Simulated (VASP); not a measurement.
Input of a VASP 6.6.1 run:

INCAR

```
SYSTEM = Ag
PREC = Accurate ; ENCUT = 520
EDIFF = 1E-6 ; ISMEAR = 0
SIGMA = 0.15 ; LREAL = .FALSE.
LASPH = .TRUE. ; NELM = 100
ALGO = Fast ; ISIF = 2
LWAVE = .FALSE. ; LCHARG = .TRUE.
GGA = PE ; LELF = .TRUE.
LVHAR = .TRUE. ; NBANDS = 12
```

Contents of KPOINTS:

```
regular mesh
0
G
  20 20 20
  0 0 0
```

The input POSCAR:

```
Ag
1.0
    0.0000000000      2.1043930000      2.0737465000
    2.1043930000      0.0000000000      2.0737465000
    2.1043930000      2.1043930000      0.0000000000
Ag
1
Direct
    0.0000000000      0.0000000000      0.0000000000
```

Potentials or basis: VASP PAW PBE potentials, release 64 (Ag).

Command:

```bash
$ cat potpaw_PBE.64/Ag/POTCAR > POTCAR
$ mpirun -np 1 vasp_std > vasp.out
```

Problem. What does it give for the band gap on the k mesh?

Solution. Zero (an odd number of electrons rules out a gap without spin polarisation).

Problem. What does it give for the pressure?

Solution. -2.5 GPa.

Stress tensor (GPa, compression positive):
```
-2.64  0.00  0.00
 0.00 -2.64  0.00
 0.00  0.00 -2.22
```

Caveat: the cell differs from its parent crystal (strain +0.030 along x and y, +0.015 along z).
